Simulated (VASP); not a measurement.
# SnSe (P4/mmm) in VASP: a series of runs

Runs on SnSe. Level: PBE. Tasks: single point.

Program: VASP 6.6.1. These are calculated values, not measurements. Logs are shortened: lines on timing, memory, paths and dates and some standing lists are left out, and cuts for length are marked.

**1. The cell of the first run**

The structure is tetragonal, space group P4/mmm (No. 123). Conventional cell: a = 3.677 Å, b = 3.677 Å, c = 3.701 Å, α = 90.00°, β = 90.00°, γ = 90.00°. Sn (site symmetry 4/mmm) has 8 Se at 3.19 Å and 6 Sn at 3.68 to 3.70 Å within 4.2 Å. Se (site symmetry 4/mmm) has 8 Sn at 3.19 Å and 6 Se at 3.68 to 3.70 Å within 4.2 Å.

**2. Single point, PBE**

File INCAR:

```
SYSTEM = SnSe
PREC     = Accurate       ! precision mode
ENCUT    = 520            ! plane-wave cutoff, eV
EDIFF    = 1E-6           ! SCF threshold, eV
ISMEAR   = -1             ! smearing method
SIGMA    = 0.01           ! smearing width, eV
LREAL    = .FALSE.        ! projectors in reciprocal space
LASPH    = .TRUE.         ! aspherical terms in the spheres
NELM     = 100            ! most SCF steps
ALGO     = Normal         ! electronic algorithm
ISIF     = 2              ! what is computed and relaxed
LWAVE    = .FALSE.        ! write WAVECAR
LCHARG   = .FALSE.        ! write CHGCAR
GGA      = PE             ! functional
NBANDS   = 17             ! bands
```

File KPOINTS:

```
regular mesh
0
G
  7 7 5
  0 0 0
```

File POSCAR:

```
SnSe
1.0
    3.6766617221      0.0000000000      0.0000000000
    0.0000000000      3.6766617221      0.0000000000
    0.0000000000      0.0000000000      3.7010928973
Sn Se
1 1
Direct
    0.0000000000      0.0000000000      0.0000000000
    0.5000000000      0.5000000000      0.5000000000
```

Potentials or basis: VASP PAW PBE potentials, release 64 (Sn_d, Se).

Started as:

```
$ cat potpaw_PBE.64/Sn_d/POTCAR potpaw_PBE.64/Se/POTCAR > POTCAR
$ mpirun -np 1 vasp_std > vasp.out
```

OUTCAR:

```text
SYSTEM = SnSe
   PREC = Accurate
   ENCUT = 520
   EDIFF = 1E-6
   ISMEAR = -1
   LREAL = .FALSE.
   LASPH = .TRUE.
   NELM = 100
   ISIF = 2
   GGA = PE

 ion  position               nearest neighbor table
   1  0.000  0.000  0.000-   2 3.19   2 3.19   2 3.19   2 3.19   2 3.19   2 3.19   2 3.19   2 3.19

   2  0.500  0.500  0.500-   1 3.19   1 3.19   1 3.19   1 3.19   1 3.19   1 3.19   1 3.19   1 3.19

  LATTYP: Found a simple tetragonal cell.
 ALAT       =     3.6766617221
 C/A-ratio  =     1.0066449342

  Lattice vectors:

 A1 = (   3.6766617221,   0.0000000000,   0.0000000000)
 A2 = (   0.0000000000,   3.6766617221,   0.0000000000)
 A3 = (   0.0000000000,   0.0000000000,   3.7010928973)

Analysis of symmetry for initial positions (statically):
=====================================================================
 Subroutine PRICEL returns:
 Original cell was already a primitive cell.

 Routine SETGRP: Setting up the symmetry group for a
 simple tetragonal supercell.

 Subroutine GETGRP returns: Found 16 space group operations
 (whereof 16 operations were pure point group operations)
 out of a pool of 16 trial point group operations.

The static configuration has the point symmetry D_4h.

Analysis of symmetry for dynamics (positions and initial velocities):
=====================================================================
 Subroutine PRICEL returns:
 Original cell was already a primitive cell.

 Routine SETGRP: Setting up the symmetry group for a
 simple tetragonal supercell.

 Subroutine GETGRP returns: Found 16 space group operations
 (whereof 16 operations were pure point group operations)
 out of a pool of 16 trial point group operations.

The dynamic configuration has the point symmetry D_4h.

 Subroutine INISYM returns: Found 16 space group operations
 (whereof 16 operations are pure point group operations),
 and found     1 'primitive' translations

----------------------------------------------------------------------------------------

                                     Primitive cell

  volume of cell :      50.0308

  direct lattice vectors                    reciprocal lattice vectors
     3.676661722  0.000000000  0.000000000     0.271985860  0.000000000  0.000000000
     0.000000000  3.676661722  0.000000000     0.000000000  0.271985860  0.000000000
     0.000000000  0.000000000  3.701092897     0.000000000  0.000000000  0.270190462

  length of vectors
     3.676661722  3.676661722  3.701092897     0.271985860  0.271985860  0.270190462

[... 74 lines left out ...]
   ISPIN  =      1    spin polarized calculation?
   LNONCOLLINEAR =      F non collinear calculations
   LSORBIT =      F    spin-orbit coupling
   LASPH  =      T    aspherical Exc in radial PAW
   ENCUT  =  520.0 eV  38.22 Ry    6.18 a.u.   6.84  6.84  6.88*2*pi/ulx,y,z
   NELM   =    100;   NELMIN=  2; NELMDL= -5     # of ELM steps
   EDIFF  = 0.1E-05   stopping-criterion for ELM
   LREAL  =      F    real-space projection
   EDIFFG = 0.1E-04   stopping-criterion for IOM
   NSW    =      0    number of steps for IOM
   IBRION =     -1    ionic relax: 0-MD 1-quasi-New 2-CG
   NFREE  =      0    steps in history (QN), initial steepest desc. (CG)
   ISIF   =      2    stress and relaxation
   ISYM   =      2    0-nonsym 1-usesym 2-fastsym
   POTIM  = 0.5000    time-step for ionic-motion
   TEBEG  =    0.0;   TEEND  =   0.0 temperature during run
   PSTRESS=    0.0 pullay stress
   NELECT =      20.0000    total number of electrons
   NUPDOWN=      -1.0000    fix difference up-down
   EMIN   =  10.00;   EMAX   =-10.00  energy-range for DOS
   EFERMI =   0.00;   METHOD = LEGACY
   ISMEAR =    -1;   SIGMA  =   0.01  broadening in eV -4-tet -1-fermi 0-gaus
   EFERMI_NEDOS =   21; number of points for ismear=-14 and -15
   IALGO  =     38    algorithm
   IMIX   =      4    mixing-type and parameters
     AMIX     =   0.40;   BMIX     =  1.00
     AMIX_MAG =   1.60;   BMIX_MAG =  1.00
  volume/ion in A,a.u.               =      25.02       168.81
  Fermi-wavevector in a.u.,A,eV,Ry     =   1.205977  2.278966 19.788051  1.454381
  Thomas-Fermi vector in A             =   2.341658
   LORBIT       =      0    0 simple, 1 ext, 2 COOP (PROOUT), +10 PAW based schemes
   GGA     = PE    functional components
   LHFCALC =     F    Hartree Fock is set to
   AEXX    =    0.0000 exact exchange contribution
   IVDW    =     0    specifies the selected vdW correction
   LEPSILON=     F    determine dielectric tensor
   LRPA    =     F    only Hartree local field effects (RPA)
 non-spin polarized calculation
  energy-cutoff  :      520.00
  volume of cell :       50.03
 maximum number of plane-waves:      1360
 NGX is ok and might be reduce to    28
   NGX = 13   NGY = 13   NGZ = 13

 number of electron      19.9999995 magnetization

 Free energy of the ion-electron system (eV)
  ---------------------------------------------------
  ext. energy  EPLUGINS =         0.00000000
  ---------------------------------------------------
  free energy    TOTEN  =        -7.70694208 eV

  energy without entropy =       -7.70571900  energy(sigma->0) =       -7.70633054

 E-fermi :   6.0508     XC(G=0): -10.1544

 val. band max:        6.0374020251   @ k =   0.2857   0.1429   0.0000
 cond. band min:       6.0539024845   @ k =   0.2857   0.0000   0.2000
 fundamental gap:      0.0165004593
 Fermi energy:         6.0507596213

 k-point     1 :       0.0000    0.0000    0.0000
  band No.  band energies     occupation
      1     -15.4607      2.00000
      2     -15.4592      2.00000
      3     -15.3869      2.00000
      4     -15.3869      2.00000
      5     -15.3858      2.00000
      6      -7.4689      2.00000
[... 457 lines left out ...]
      4     -15.4003      2.00000
      5     -15.3762      2.00000
      6      -5.9424      2.00000
[... 9 lines left out ...]
     16      15.4631      0.00000
     17      15.5647      0.00000

 [... further k-points ...]
[... 5 lines left out ...]
  --------------------------------------------------------------------------------------
  -------------------------------------------------------------------------------------
  Total       -0.0043437     -0.0043437     -0.0039974      0.0000000     -0.0000000      0.0000000
  in kB       -0.1391034     -0.1391034     -0.1280113      0.0000000     -0.0000000      0.0000000
  external PRESSURE =      -0.1354061 kB  Pullay stress =       0.0000000 kB

 VOLUME and BASIS-vectors are now :
 -----------------------------------------------------------------------------
  energy-cutoff  :      520.00
  volume of cell :       50.03
      direct lattice vectors                 reciprocal lattice vectors
     3.676661722  0.000000000  0.000000000     0.271985860  0.000000000  0.000000000
     0.000000000  3.676661722  0.000000000     0.000000000  0.271985860  0.000000000
     0.000000000  0.000000000  3.701092897     0.000000000  0.000000000  0.270190462

 POSITION                                       TOTAL-FORCE (eV/Angst)
 -----------------------------------------------------------------------------------
      0.00000      0.00000      0.00000         0.000000      0.000000      0.000000
      1.83833      1.83833      1.85055         0.000000      0.000000      0.000000
 -----------------------------------------------------------------------------------
    total drift:                               -0.000000      0.000000     -0.000000

  FREE ENERGIE OF THE ION-ELECTRON SYSTEM (eV)
  ---------------------------------------------------
  free  energy   TOTEN  =        -7.7069420754 eV

  energy  without entropy=       -7.7057190046  energy(sigma->0) =       -7.70633054
```

OSZICAR:

```text
N       E                     dE             d eps       ncg     rms          rms(c)
DAV:   1     0.130045522739E+03    0.13005E+03   -0.98819E+03  1045   0.150E+03
DAV:   2     0.414197505671E+01   -0.12590E+03   -0.12207E+03  1117   0.353E+02
DAV:   3    -0.767782875220E+01   -0.11820E+02   -0.11571E+02  1255   0.919E+01
DAV:   4    -0.798075271708E+01   -0.30292E+00   -0.30249E+00  1203   0.150E+01
DAV:   5    -0.798819745585E+01   -0.74447E-02   -0.74445E-02  1411   0.241E+00    0.296E+00
DAV:   6    -0.771183606196E+01    0.27636E+00   -0.67220E-01  1469   0.492E+00    0.167E+00
DAV:   7    -0.770820056450E+01    0.36355E-02   -0.72201E-02  1157   0.128E+00    0.928E-01
DAV:   8    -0.770699923446E+01    0.12013E-02   -0.68547E-03  1169   0.710E-01    0.102E-01
DAV:   9    -0.770691040430E+01    0.88830E-04   -0.54973E-04  1374   0.184E-01    0.490E-02
DAV:  10    -0.770694140627E+01   -0.31002E-04   -0.79043E-05  1235   0.530E-02    0.104E-02
DAV:  11    -0.770694207545E+01   -0.66917E-06   -0.60761E-06  1381   0.212E-02
   1 F= -.77069421E+01 E0= -.77063305E+01  d E =-.122307E-02
```

stdout:

```text
POSCAR found type information on POSCAR SnSe
 POSCAR found :  2 types and       2 ions
 scaLAPACK will be used
 LDA part: xc-table for (Slater+PW92), standard interpolation
 POSCAR, INCAR and KPOINTS ok, starting setup
 FFT: planning ... GRIDC
 FFT: planning ... GRID_SOFT
 FFT: planning ... GRID
 WAVECAR not read
 entering main loop
```

Wall time 19 s (1 thread of Intel Xeon 8259CL, shared host); peak memory 0.17 GiB.

What came out:

```
Free energy            : -7.7069 eV
Pressure               : 0.0 GPa
Band gap on the k mesh : zero (bands 10 and 11 overlap by 0.84 eV)
```

Caveat: spin-orbit coupling is left out, which moves the levels of the heavy elements.

(Part 1 of 2 ends here.)
